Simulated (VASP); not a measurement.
Input of a VASP 6.6.1 run:

POSCAR

```
Al
1.0
    2.7217600000      0.0000000000      0.0000000000
    0.0000000000      2.7217600000      0.0000000000
    0.0000000000      0.0000000000      2.7217600000
Al
1
Direct
    0.0000000000      0.0000000000      0.0000000000
```

File INCAR.step1:

```
SYSTEM = Al
PREC = Accurate
ENCUT = 600
EDIFF = 1E-5
ISMEAR = -1
SIGMA = 0.05
LREAL = .False.
LASPH = .True.
NELM = 60
ALGO = Normal
LWAVE = .True.
LCHARG = .False.
GGA = PE
NBANDS = 8
```

The input INCAR.step2:

```
SYSTEM = Al
PREC = Accurate
ENCUT = 600
EDIFF = 1E-6
ISMEAR = -1
SIGMA = 0.05
LREAL = .False.
LASPH = .True.
NELM = 60
ALGO = Normal
ISIF = 3
LWAVE = .False.
LCHARG = .False.
GGA = PE
LHFCALC = .True.
AEXX = 1.0
ALDAC = 0.0
AGGAC = 0.0
PRECFOCK = Normal
IBRION = 2
NSW = 60
EDIFFG = -0.01
ISTART = 1
```

The input KPOINTS:

```
Automatic mesh
0
Gamma
  5 5 5
  0 0 0
```

Potentials or basis: VASP PAW PBE potentials, release 64 (Al).

The run is started by

```console
$ cat potpaw_PBE.64/Al/POTCAR > POTCAR
$ cp INCAR.step1 INCAR
$ mpirun -np 1 vasp_std > vasp.out
$ cp INCAR.step2 INCAR
$ mpirun -np 1 vasp_std > vasp.out
```

Q: What does it give for the relaxed cell?

A: a = 3.075 Å, b = 3.075 Å, c = 3.075 Å, α = 90.00°, β = 90.00°, γ = 90.00°.

Q: Predict the relaxed volume.

A: 29.08 Å³/atom.

Q: Predict the space group after relaxing (to 0.05 Å).

A: Pm-3m (No. 221).

Final structure:
```xyz
1
Lattice="3.0750 0.0000 0.0000 0.0000 3.0750 0.0000 0.0000 0.0000 3.0750" Properties=species:S:1:pos:R:3 pbc="T T T"
Al    0.0000    0.0000    0.0000
```

Caveat: the k points lie up to 0.41 Å⁻¹ apart in the final cell; the volume moved by over 15 % at a fixed basis, so the end points are rough; the PAW data sets were made with another functional, which shifts forces and pressure a little.
